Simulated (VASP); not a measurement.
Input of a VASP 6.6.1 run:

The input INCAR:

```
SYSTEM = AgCl
PREC = Accurate ; ENCUT = 520
EDIFF = 1E-7 ; ISMEAR = 0
SIGMA = 0.05 ; LREAL = .False.
LASPH = .True. ; NELM = 100
ALGO = Normal ; ISIF = 2
LWAVE = .False. ; LCHARG = .False.
GGA = CA ; NBANDS = 16
```

File KPOINTS:

```
Automatic mesh
0
Gamma
  8 8 8
  0 0 0
```

File POSCAR:

```
AgCl
1.0
    0.0000000000      2.7731500000      2.7731500000
    2.7731500000      0.0000000000      2.7731500000
    2.7731500000      2.7731500000      0.0000000000
Ag Cl
1 1
Direct
    0.4864774715      0.4864774715      0.5135225285
    0.0000000000      0.0000000000      0.0000000000
```

Potentials or basis: VASP PAW LDA potentials, release 64 (Ag, Cl).

Run with:

```sh
$ cat potpaw_LDA.64/Ag/POTCAR potpaw_LDA.64/Cl/POTCAR > POTCAR
$ mpirun -np 1 vasp_std > vasp.out
```

Question: Predict the largest force.

Answer: 0.046 eV/Å.

Question: What does it give for the band gap on the k mesh?

Answer: 0.65 eV, indirect (least direct gap 2.74 eV).

Question: Estimate the pressure.

Answer: -5.5 GPa.

Forces in eV/Å, atoms in the order of the input:
```
Ag   0.000  0.000  0.046
Cl   0.000  0.000 -0.046
```

Caveat: the cell differs from its parent crystal (all Ag atoms moved +0.075 Å, as atom 1 towards its neighbour atom 2 (Cl) at 2.773 Å). A k mesh can miss the band edges.
